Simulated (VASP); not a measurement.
Here is a VASP 6.6.1 calculation.

File INCAR:

```
SYSTEM = W
ALGO = Normal
EDIFF = 1E-6
ENCUT = 520
GGA = PE
ISIF = 2
ISMEAR = 0
IVDW = 12
LASPH = .True.
LCHARG = .False.
LREAL = Auto
LWAVE = .False.
NBANDS = 118
NELM = 60
PREC = Accurate
SIGMA = 0.1
```

KPOINTS

```
k-points
0
Gamma
  3 3 3
  0 0 0
```

File POSCAR:

```
W
1.0
    6.3200000000      0.0000000000      0.0000000000
    0.0000000000      6.3200000000      0.0000000000
    0.0000000000      0.0000000000      6.3200000000
W
15
Direct
    0.0651164557     -0.0638014241     -0.0628639241
    0.5040113924      0.0033128165      0.0046833861
   -0.0039273734      0.4956223101      0.0040390823
   -0.0040903481      0.0028639241      0.4967087025
    0.2494071203      0.2480748418      0.2493382911
    0.4948670886      0.5044938291      0.0010419304
    0.4946971519     -0.0002860759      0.5058908228
    0.7526178797      0.2465912975      0.2478270570
   -0.0009656646      0.5039327532      0.5051231013
    0.2550931962      0.7439927215      0.2593511076
    0.2550920886      0.2582636076      0.7452278481
    0.4967031646      0.5025004747      0.5038406646
    0.7511697785      0.7500408228      0.2495268987
    0.7511851266      0.2481987342      0.7512715190
    0.7422215190      0.7443667722      0.7456500000
```

Potentials or basis: VASP PAW PBE potentials, release 64 (W_sv).

Command:

```console
$ cat potpaw_PBE.64/W_sv/POTCAR > POTCAR
$ mpirun -np 1 vasp_std > vasp.out
```

(1) Estimate the largest force.

(2) What does it give for the pressure?

(3) Estimate the dispersion energy per atom.

(4) What does it give for the band gap on the k mesh?

Results:

(1) 2.124 eV/Å.

(2) -5.9 GPa.

(3) -0.654 eV.

(4) zero (bands 105 and 106 overlap by 0.17 eV).

Caveat: spin-orbit coupling is left out, which moves the levels of the heavy elements.
